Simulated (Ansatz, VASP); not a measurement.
One calculation of InAs, two programs

```xyz
4
Lattice="4.3523 0.0000 0.0000 -2.1761 3.7692 0.0000 0.0000 0.0000 34.4644" Properties=species:S:1:pos:R:3 pbc="T T T"
In    0.0000    0.0000   12.1135
In    0.0000    0.0000    7.8865
As    0.0000    2.5128   12.7943
As    0.0000    2.5128    7.2057
```

Change from the starting cell: species swapped into a sheet of the InSe type.

Alike in both runs: functional PBE; k mesh 6 × 6 × 1; occupations gaussian, width 0.1 eV; no spin polarisation.

Ansatz relaxed the structure, and its values are those at the end. VASP's run is a single point on that final structure, the one shown.

|  | VASP | Ansatz |
| --- | --- | --- |
| version | VASP 6.6.1 | Ansatz 0.2.0 |
| potentials or method | VASP PAW PBE potentials, release 64 (In_d, As), cutoff 520 eV | scalar-relativistic, plane waves, PAW |
| valence electrons in the cell | 36 | 56 |

Ansatz gave:

```
gap on the k mesh at the Fermi level (eV) : 0.72
least direct gap on the mesh (eV)         : 0.78
```

Task: What did VASP give for the same quantities?

Result: gap on the k mesh at the Fermi level (eV): 0.71; least direct gap on the mesh (eV): 0.78.

VASP's potentials hold 36 valence electrons a cell and Ansatz's 56, so a difference there can come from the potentials and not from the codes. Ansatz's warnings: slab cell height set, structure snapped to symmetry.
